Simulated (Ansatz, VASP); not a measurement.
**Pt in VASP and in Ansatz**

```
Pt
1.0
     2.73616   -0.00006   -0.00021
    -1.36813    2.37251   -0.00113
    -0.00036   -0.00247    4.77354
Pt
2
Direct
  0.65432 0.32392 0.73550
  0.32873 0.71634 0.22366
```

Alike in both runs: task single point; functional PBEsol; k mesh 7 × 7 × 4; no spin polarisation.

```csv
,VASP,Ansatz
version,VASP 6.6.1,Ansatz 0.2.0
potentials or method,"VASP PAW PBE potentials, release 64 (Pt)","plane waves, PAW"
plane-wave cutoff (eV),520,420
occupations,"methfessel-paxton of order 1, width 0.1 eV",cold
valence electrons in the cell,20,36
```

VASP gave:

- pressure (GPa): -5.5
- traceless stress, the component that is largest in VASP (GPa): 3.38
- rms of the force components (eV/Å): 0.342

Q: What did Ansatz give for the same quantities?

A: Pressure (GPa): -5.1; traceless stress, the component that is largest in VASP (GPa): 3.74; rms of the force components (eV/Å): 0.346.

VASP's potentials were made for PBE, not for PBEsol. Atom by atom the forces differ by 0.009 eV/Å (rms over components). VASP's potentials hold 20 valence electrons a cell and Ansatz's 36, so a difference there can come from the potentials and not from the codes.

The k mesh is coarse, so the values compare programs but aren't converged. Spin-orbit coupling is off throughout.
